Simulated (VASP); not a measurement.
A run of VASP 6.6.1 is set up as follows.

File INCAR:

```
  PREC = Accurate
  ENCUT = 520
  EDIFF = 1E-6
  ISMEAR = 0
  SIGMA = 0.05
  LREAL = False
  LASPH = True
  NELM = 80
  ALGO = Normal
  ISIF = 2
  LWAVE = False
  LCHARG = False
  LDIPOL = True
  IDIPOL = 3
  DIPOL = 0.5 0.5 0.500
  GGA = PS
  NBANDS = 31
```

The input KPOINTS:

```
Automatic mesh
0
Gamma
  8 8 1
```

Contents of POSCAR:

```
BP
1.0
    3.1962448201      0.0000000000      0.0000000000
    0.0000000000      3.1962448201      0.0000000000
    0.0000000000      0.0000000000     25.1703887398
P B
5 5
Direct
    0.0000000000      0.5000000000      0.2979691763
    0.5000000000      0.0000000000      0.3877606535
    0.0000000000      0.5000000000      0.4775521307
    0.5000000000      0.0000000000      0.5673436079
    0.0000000000      0.5000000000      0.6571350851
    0.5000000000      0.5000000000      0.3428649149
    0.0000000000      0.0000000000      0.4326563921
    0.5000000000      0.5000000000      0.5224478693
    0.0000000000      0.0000000000      0.6122393465
    0.5000000000      0.5000000000      0.7020308237
```

Potentials or basis: VASP PAW PBE potentials, release 64 (P, B).

Command:

```sh
$ cat potpaw_PBE.64/P/POTCAR potpaw_PBE.64/B/POTCAR > POTCAR
$ mpirun -np 1 vasp_std > vasp.out
```

(1) Estimate the largest force.

(2) Predict the band gap on the k mesh.

## Answers

(1) 1.833 eV/Å.

(2) zero (band 20 reaches 0.31 eV, above the bottom of band 21 at -0.46 eV).

Caveat: the PAW data sets were made with another functional, which shifts forces and pressure a little.
